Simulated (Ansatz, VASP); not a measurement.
## One calculation of NaI, two programs

Contents of POSCAR:

```
NaI
1.0
    0.0000000000      3.2617000699      3.2617000699
    3.2617000699      0.0000000000      3.2617000699
    3.2617000699      3.2617000699      0.0000000000
Na I
1 1
Direct
    0.0000000000      0.0000000000      0.0000000000
    0.5000000000      0.5000000000      0.5000000000
```

File INCAR.step1:

```
SYSTEM = NaI
PREC     = Accurate       ! precision mode
ENCUT    = 520            ! plane-wave cutoff, eV
ISMEAR   = 0              ! smearing method
SIGMA    = 0.01           ! smearing width, eV
LREAL    = .False.        ! projectors in reciprocal space
LASPH    = .True.         ! aspherical terms in the spheres
NELM     = 100            ! most SCF steps
NBANDS   = 14             ! bands
GGA      = PE             ! functional
ALGO     = Normal         ! electronic algorithm
EDIFF    = 1E-4           ! SCF threshold, eV
LWAVE    = .True.         ! write WAVECAR
LCHARG   = .False.        ! write CHGCAR
```

INCAR.step2

```
SYSTEM = NaI
PREC     = Accurate       ! precision mode
ENCUT    = 520            ! plane-wave cutoff, eV
EDIFF    = 1E-6           ! SCF threshold, eV
ISMEAR   = 0              ! smearing method
SIGMA    = 0.01           ! smearing width, eV
LREAL    = .False.        ! projectors in reciprocal space
LASPH    = .True.         ! aspherical terms in the spheres
NELM     = 100            ! most SCF steps
ALGO     = Normal         ! electronic algorithm
ISIF     = 2              ! what is computed and relaxed
LWAVE    = .False.        ! write WAVECAR
LCHARG   = .True.         ! write CHGCAR
METAGGA  = R2SCAN         ! meta-GGA
LMIXTAU  = .True.       
LELF     = .True.         ! ELF
LVHAR    = .True.       
NBANDS   = 14             ! bands
ISTART   = 1
```

KPOINTS

```
regular mesh
0
Gamma
  6 6 6
  0 0 0
```

Input for Ansatz:

```yaml
crystal:
  lattice:
    - [0.0, 3.2617000699, 3.2617000699]
    - [3.2617000699, 0.0, 3.2617000699]
    - [3.2617000699, 3.2617000699, 0.0]
  atoms:
    - { symbol: Na, position: [0.0, 0.0, 0.0] }
    - { symbol: I, position: [0.5, 0.5, 0.5] }
kpoints:
  mp_grid: { grid: [6, 6, 6] }
hamiltonian:
  xc: r2scan
scf:
  occupations: { method: fixed }
  n_extra_bands: 4
output:
  forces: true
  stress: true
  eigenvalues: true
```

Alike in both runs: task single point; functional r2SCAN; k mesh 6 × 6 × 6; no spin polarisation.

|  | VASP | Ansatz |
| --- | --- | --- |
| version | VASP 6.6.1 | Ansatz 0.2.0 |
| potentials or method | VASP PAW PBE potentials, release 64 (Na_pv, I) | plane waves, PAW |
| plane-wave cutoff (eV) | 520 | 500 |
| occupations | gaussian, width 0.01 eV | fixed |
| valence electrons in the cell | 14 | 26 |

|  | VASP | Ansatz | Ansatz less VASP |
| --- | --- | --- | --- |
| gap on the k mesh at the Fermi level (eV) | 4.37 | 4.36 | -0.009 |
| pressure (GPa) | -0.5 | -0.5 | +0.06 |

VASP's potentials were made for PBE, not for r2SCAN. VASP's potentials hold 14 valence electrons a cell and Ansatz's 26, so a difference there can come from the potentials and not from the codes.

Neither program's run includes spin-orbit coupling.
